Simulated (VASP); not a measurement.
Runs of VASP 6.6.1 on LaP. The structure is that of space group Fm-3m (No. 225), or close to it. The cells are those of the table. 

| task | cell | gap on the mesh (eV) | pressure (GPa) |
| --- | --- | --- | --- |
| single point | a = 4.239 Å, angles 60.7°, 2 atoms | none | -3.3 |
| single point | a = 4.303, b = 4.303, c = 4.346 Å, angles 59.7, 59.7, 60.7°, 2 atoms | none | -5.7 |
| single point | a = 4.218, b = 4.218, c = 4.260 Å, angles 59.7, 59.7, 60.7°, 2 atoms | none | -1.8 |
| single point | a = 4.218 Å, angles 61.3°, 2 atoms | none | -3.3 |
| single point | a = 4.239, b = 4.239, c = 4.260 Å, angles 59.8, 59.8, 60.3°, 2 atoms | none | (a) |
| single point | a = 4.282 Å, angles 59.3°, 2 atoms | none | -3.3 |
| electric field gradients | a = 4.218, b = 4.218, c = 4.260 Å, angles 59.7, 59.7, 60.7°, 2 atoms | none | -1.8 |
| single point | a = 4.303, b = 4.303, c = 4.260 Å, angles 60.3, 60.3, 59.3°, 2 atoms | none | -4.5 |

Alike in all rows: level LDA; potentials or basis VASP PAW LDA potentials, release 64 (La, P); no spin polarisation; k mesh 10 × 10 × 10; cutoff (eV) 520; smearing fermi-dirac 0.03 eV.

Task: Estimate the missing entries.

Result: (a) -2.5.

Caveats: spin-orbit coupling is left out, which moves the levels of the heavy elements; the cell stands under tension (at least some runs).

A k mesh can miss the band edges, and the runs leave out spin-orbit coupling on La.

A gap of «none» marks levels without a gap at the run's occupations.
